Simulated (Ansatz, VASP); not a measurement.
# Os in VASP and in Ansatz

The input POSCAR:

```
Os
1.0
   -0.4215090416      1.7587101392      1.7587101392
    1.7587101392     -0.4215090416      1.7587101392
    1.7587101392      1.7587101392     -0.4215090416
Os
1
Direct
    0.0000000000      0.0000000000      0.0000000000
```

File INCAR.step1:

```
PREC = Accurate
ENCUT = 520
ISMEAR = 0
SIGMA = 0.15
LREAL = False
LASPH = True
NELM = 60
NBANDS = 10
GGA = PE
ALGO = Normal
EDIFF = 1E-4
LWAVE = True
LCHARG = False
```

INCAR.step2

```
PREC = Accurate
ENCUT = 520
EDIFF = 1E-6
ISMEAR = 0
SIGMA = 0.15
LREAL = False
LASPH = True
NELM = 60
ALGO = Normal
ISIF = 2
LWAVE = False
LCHARG = False
METAGGA = R2SCAN
LMIXTAU = True
NBANDS = 10
ISTART = 1
```

The input KPOINTS:

```
regular mesh
0
Gamma
  24 24 24
```

Input for Ansatz:

```yaml
crystal:
  lattice:
    - [-0.4215090416, 1.7587101392, 1.7587101392]
    - [1.7587101392, -0.4215090416, 1.7587101392]
    - [1.7587101392, 1.7587101392, -0.4215090416]
  atoms:
    - { symbol: Os, position: [0.0, 0.0, 0.0] }
basis:
  ecutwfc: 500
kpoints:
  mp_grid: { grid: [24, 24, 24] }
hamiltonian:
  xc: r2scan
scf:
  occupations: { method: gaussian, width: 0.15 }
output:
  forces: true
  stress: true
  eigenvalues: true
```

Alike in both runs: task single point; functional r2SCAN; k mesh 24 × 24 × 24; occupations gaussian, width 0.15 eV; no spin polarisation.

|  | VASP | Ansatz |
| --- | --- | --- |
| version | VASP 6.6.1 | Ansatz 0.2.0 |
| potentials or method | VASP PAW PBE potentials, release 64 (Os), cutoff 520 eV | scalar-relativistic, plane waves, PAW |
| valence electrons in the cell | 8 | 16 |

```csv
,VASP,Ansatz,Ansatz less VASP
gap on the k mesh at the Fermi level (eV),none,none,-
pressure (GPa),23.0,21.8,-1.25
"traceless stress, the component that is largest in VASP (GPa)",16.58,16.87,+0.290
```

VASP's potentials were made for PBE, not for r2SCAN. A gap of «none» marks a metal or a gap that the smearing closes. With one functional, cell and mesh, what is left measures potentials, basis and numerics. VASP's potentials hold 8 valence electrons a cell and Ansatz's 16, so a difference there can come from the potentials and not from the codes.

Spin-orbit coupling is off throughout.
